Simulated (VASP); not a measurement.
Wanted: the native input for a VASP 6.6.1 run.

```yaml
Task: single point
Functional: LDA
Potentials_or_basis: VASP PAW LDA potentials, release 64 (Al, As)
Cutoff: 500 eV
k_mesh: 8 × 8 × 8
Occupations: gaussian, width 0.01 eV
Spin: no spin polarisation
Dipole_correction: no
Further_INCAR_settings: ALGO = Normal; EDIFF = 1e-06; NBANDS = 11
```

The structure of AlAs lies in POSCAR:

```
AlAs
1.0
    0.0000000000      2.6809005193      2.6809005193
    2.6809005193      0.0000000000      2.6809005193
    2.6809005193      2.6809005193      0.0000000000
Al As
1 1
Direct
    0.0000000000      0.0000000000      0.0000000000
    0.7500000000      0.7500000000      0.7500000000
```

One way to write it, as run:

INCAR

```
PREC = Accurate
ENCUT = 500
EDIFF = 1E-6
ISMEAR = 0
SIGMA = 0.01
LREAL = False
LASPH = True
NELM = 120
ALGO = Normal
ISIF = 2
LWAVE = False
LCHARG = False
NBANDS = 11
GGA_COMPAT = False
```

KPOINTS

```
Automatic mesh
0
Gamma
  8 8 8
```

Potentials or basis: VASP PAW LDA potentials, release 64 (Al, As).

Command:

```console
$ cat potpaw_LDA.64/Al/POTCAR potpaw_LDA.64/As/POTCAR > POTCAR
$ mpirun -np 1 vasp_std > vasp.out
```

Results of the run:

- Pressure: 15.6 GPa
- Band gap on the k mesh: 1.02 eV, indirect (least direct gap 3.23 eV)

Wall time 6.2 s on 1 thread of Intel Xeon 6975P-C, on a shared host, peak memory 0.14 GiB.
